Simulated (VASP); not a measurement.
**Fe: single point with PBEsol**

Crystal: Fe.

```
Fe
1.0
    -1.46650    1.46650    1.46650
     1.46650   -1.46650    1.46650
     1.46650    1.46650   -1.46650
Fe
1
Direct
  0.00000 0.00000 0.00000
```

```yaml
Program: VASP 6.6.1
Task: single point
Functional: PBEsol
Potentials_or_basis: VASP PAW PBE potentials, release 64 (Fe)
Cutoff: 520 eV
k_mesh: 14 × 14 × 14
Occupations: fermi-dirac, width 0.1 eV
Spin: collinear spin, ferromagnetic start
Starting_moments: "[4.0] μB"
```

```yaml
Pressure: -21.0 GPa
Net_moment: 2.45 μB per cell
Site_moments: Fe +2.45 μB
Valence_electrons_inside_the_program's_atomic_spheres: Fe 7.08
```

Levels at points of the mesh, in eV from the Fermi level:
Spin up:
| k point | band 2 | band 3 | band 4 | band 5 | band 6 | band 7 | band 8 | band 9 |
| --- | --- | --- | --- | --- | --- | --- | --- | --- |
| (0.00, 0.00, 0.00) | -2.21 | -2.21 | -2.21 | -1.10 | -1.10 | 23.88 | 23.88 | 23.88 |
| (0.50, 0.00, 0.00) | -3.13 | -1.07 | -0.95 | 0.10 | 0.45 | 6.37 | 17.37 | 18.50 |
| (0.50, 0.50, 0.50) | -4.31 | -0.13 | -0.13 | -0.13 | 9.10 | 9.10 | 9.10 | 14.54 |
Spin down:
```csv
k point,band 1,band 2,band 3,band 4,band 5,band 6,band 7
"(0.00, 0.00, 0.00)",-7.69,0.01,0.01,0.01,1.71,1.71,23.74
"(0.50, 0.00, 0.00)",-3.03,-1.12,0.64,1.61,1.93,2.64,7.91
"(0.50, 0.50, 0.50)",-2.39,-2.39,2.38,2.38,2.38,9.47,9.47
```

Run time: 34 s on 1 thread of Intel(R) Xeon(R) Platinum 8488C (Sapphire Rapids) (shared host), peak memory 0.15 GiB.

Caveat: the PAW data sets were made with another functional, which shifts forces and pressure a little.
